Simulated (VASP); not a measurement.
Write the native input for VASP 6.6.1 that does the following.

| Quantity | Value |
| --- | --- |
| Task | single point |
| Functional | r2SCAN |
| Potentials or basis | VASP PAW PBE potentials, release 64 (Co, F, O) |
| Cutoff | 520 eV |
| k mesh | 7 × 7 × 7 |
| Occupations | fermi-dirac, width 0.1 eV |
| Spin | no spin polarisation |
| Dipole correction | no |
| Further INCAR settings | ALGO = Normal; EDIFF = 1e-07 |

The system is CoO3F.

```xyz
10
Lattice="4.5944 0.0000 0.0000 -2.2972 3.9789 0.0000 -2.2972 1.3263 5.0015" Properties=species:S:1:pos:R:3 pbc="T T T"
Co    0.0000    0.0000    0.0000
Co    0.0000    2.6526    2.5007
F    -2.2972    3.9789    3.7511
F     2.2972    1.3263    1.2504
O    -1.0273    3.9789    3.7511
O    -0.6349    1.0998    3.7511
O     1.6623    2.8791    3.7511
O     1.0273    1.3263    1.2504
O     0.6349    4.2054    1.2504
O    -1.6623    2.4261    1.2504
```

The input as run:

POSCAR

```
CoO3F
1.0
    4.5944164700      0.0000000000      0.0000000000
   -2.2972082300      3.9788831600      0.0000000000
   -2.2972082300      1.3262940500      5.0014912600
Co F O
2 2 6
Direct
    0.0000000000      0.0000000000      0.0000000000
    0.5000000000      0.5000000000      0.5000000000
    0.2500000000      0.7500000000      0.7500000000
    0.7500000000      0.2500000000      0.2500000000
    0.5264000000      0.7500000000      0.7500000000
    0.2500000000      0.0264000000      0.7500000000
    0.9736000000      0.4736000000      0.7500000000
    0.4736000000      0.2500000000      0.2500000000
    0.7500000000      0.9736000000      0.2500000000
    0.0264000000      0.5264000000      0.2500000000
```

INCAR.step1

```
SYSTEM = CoO3F
PREC = Accurate
ENCUT = 520
ISMEAR = -5
SIGMA = 0.1
LREAL = .False.
LASPH = .True.
NELM = 100
LMAXMIX = 4
GGA = PE
ALGO = Normal
EDIFF = 1E-4
LWAVE = .True.
LCHARG = .False.
```

INCAR.step2

```
SYSTEM = CoO3F
PREC = Accurate
ENCUT = 520
EDIFF = 1E-7
ISMEAR = -1
SIGMA = 0.1
LREAL = .False.
LASPH = .True.
NELM = 100
ALGO = Normal
ISIF = 2
LWAVE = .False.
LCHARG = .False.
LMAXMIX = 4
METAGGA = R2SCAN
LMIXTAU = .True.
LORBIT = 11
ISTART = 1
```

KPOINTS

```
regular mesh
0
Gamma
  7 7 7
  0 0 0
```

Potentials or basis: VASP PAW PBE potentials, release 64 (Co, F, O).

Run with:

```sh
$ cat potpaw_PBE.64/Co/POTCAR potpaw_PBE.64/F/POTCAR potpaw_PBE.64/O/POTCAR > POTCAR
$ cp INCAR.step1 INCAR
$ mpirun -np 1 vasp_std > vasp.out
$ cp INCAR.step2 INCAR
$ mpirun -np 1 vasp_std > vasp.out
```

Results of the run:

| Property | Result |
| --- | --- |
| Pressure | 67.2 GPa |
| Largest force | 18.330 eV/Å |
| Band gap on the k mesh | zero (bands 34 and 35 overlap by 0.35 eV) |
| Valence electrons inside the program's atomic spheres | Co 7.92; F 6.17; O 5.03 |

Caveat: the cell stands under pressure; the PAW data sets were made with another functional, which shifts forces and pressure a little; the run has no spin polarisation, though such a crystal can be magnetic; semilocal functionals often make such compounds metallic where correlation or magnetic order opens a gap, which also shifts bond lengths.

Run time: 9.6 min on 1 thread of AMD EPYC 9R45 (Zen 5), on a shared host, peak memory 0.28 GiB.
